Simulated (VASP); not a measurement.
## Tc: single point with PBE

Crystal: Tc.

```xyz
1
Lattice="0.0000 1.9500 1.9500 1.9500 0.0000 1.9500 1.9500 1.9500 0.0000" Properties=species:S:1:pos:R:3 pbc="T T T"
Tc    0.0000    0.0000    0.0000
```

| Quantity | Value |
| --- | --- |
| Program | VASP 6.6.1 |
| Task | single point |
| Functional | PBE |
| Potentials or basis | VASP PAW PBE potentials, release 64 (Tc_pv) |
| Cutoff | 520 eV |
| k mesh | 12 × 12 × 12 |
| Occupations | gaussian, width 0.05 eV |
| Spin | no spin polarisation |
| Dipole correction | no |
| Further INCAR settings | ALGO = Normal; EDIFF = 1e-06; NBANDS = 12 |

| Property | Result |
| --- | --- |
| Pressure | -6.9 GPa |

Levels at points of the mesh, in eV from the Fermi level:
| k point | band 4 | band 5 | band 6 | band 7 | band 8 | band 9 | band 10 | band 11 |
| --- | --- | --- | --- | --- | --- | --- | --- | --- |
| (0.00, 0.00, 0.00) | -7.42 | -1.78 | -1.78 | -1.78 | 0.72 | 0.72 | 13.96 | 19.39 |
| (0.50, 0.00, 0.00) | -5.42 | -1.94 | -1.94 | 1.13 | 2.65 | 2.65 | 10.29 | 13.59 |
| (0.50, 0.50, 0.00) | -5.75 | -5.17 | 2.60 | 3.20 | 3.20 | 3.67 | 12.77 | 12.77 |

Wall time 6.6 s on 1 thread of Intel(R) Xeon(R) Platinum 8375C CPU @ 2.90GHz (Ice Lake) (shared host), peak memory 0.14 GiB.
